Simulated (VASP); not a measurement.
CuAu: single point with PBE

CuAu:

```
Cu Au
1.0
     5.01363    0.00000    0.00000
    -2.50682    4.34193    0.00000
     0.00000    0.00000    4.04509
Cu Au
3 3
Cartesian
  2.5068 0.0000 0.0000
  1.2534 2.1710 0.0000
  -1.2534 2.1710 0.0000
  0.0000 0.0000 0.0000
  0.0000 2.8946 2.0225
  2.5068 1.4473 2.0225
```

| Property | Result |
| --- | --- |
| Program | VASP 6.6.1 |
| Task | single point |
| Functional | PBE |
| Potentials or basis | VASP PAW PBE potentials, release 64 (Cu, Au) |
| Cutoff | 520 eV |
| k mesh | 6 × 6 × 4 |
| Occupations | gaussian, width 0.1 eV |
| Spin | no spin polarisation |

The pressure is 24.3 GPa and the band gap on the k mesh is zero (bands 33 and 34 overlap by 1.55 eV).

Stress tensor (GPa, compression positive):
```
21.35  0.00  0.00
 0.00 21.35  0.00
 0.00  0.00 30.28
```

Levels at points of the mesh, in eV from the Fermi level:
| k point | band 30 | band 31 | band 32 | band 33 | band 34 | band 35 | band 36 | band 37 |
| --- | --- | --- | --- | --- | --- | --- | --- | --- |
| (0.00, 0.00, 0.00) | -1.21 | -1.21 | 0.56 | 0.75 | 1.37 | 1.37 | 2.63 | 3.24 |
| (0.50, 0.00, 0.00) | -2.17 | -1.87 | -1.23 | -0.24 | 0.70 | 4.40 | 5.73 | 6.31 |
| (0.00, 0.00, 0.50) | -1.52 | -1.12 | -1.12 | -0.29 | 2.33 | 2.33 | 3.20 | 3.20 |
| (0.50, 0.00, 0.50) | -1.84 | -1.53 | -1.19 | -1.06 | -0.80 | 1.36 | 2.54 | 3.12 |

Run time: 2.4 min on 1 thread of Intel Xeon 8259CL, on a shared host, peak memory 0.25 GiB.

Caveat: the k points lie up to 0.39 Å⁻¹ apart, too coarse for converged energies and pressures of a metal; spin-orbit coupling is left out, which moves the levels of the heavy elements.
